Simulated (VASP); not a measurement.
## CdF2: single point with r2SCAN

CdF2:

```
Cd F
1.0
     0.00000    2.67592    2.67592
     2.67592    0.00000    2.67592
     2.67592    2.67592    0.00000
Cd F
1 2
Direct
  0.00000 0.00000 0.00000
  0.75000 0.75000 0.75000
  0.25000 0.25000 0.25000
```

```json
{
  "Program": "VASP 6.6.1",
  "Task": "single point",
  "Functional": "r2SCAN",
  "Potentials or basis": "VASP PAW PBE potentials, release 64 (Cd_sv_GW, F)",
  "Cutoff": "770 eV",
  "k mesh": "9 × 9 × 9",
  "Occupations": "fermi-dirac, width 0.05 eV",
  "Spin": "no spin polarisation",
  "Dipole correction": "no",
  "Further INCAR settings": "ALGO = Normal; EDIFF = 1e-06; NBANDS = 24"
}
```

- Pressure: 2.0 GPa
- Band gap on the k mesh: 3.89 eV (least direct gap 4.35 eV)

Levels at points of the mesh, in eV from the valence-band top:
```tsv
k point	band 13	band 14	band 15	band 16	band 17	band 18	band 19	band 20	band 21	band 22
(0.00, 0.00, 0.00)	-1.01	-1.01	-0.46	-0.46	-0.46	3.89	13.74	13.74	13.74	18.17
```

Run time: 2.4 min on 1 thread of Intel(R) Xeon(R) Platinum 8488C (Sapphire Rapids) (shared host), peak memory 0.26 GiB.

Caveat: the PAW data sets were made with another functional, which shifts forces and pressure a little; an odd mesh through Γ misses points on the zone boundary, where band edges can lie. r2SCAN opens gaps a little over a GGA but as a rule still falls short of measured ones.
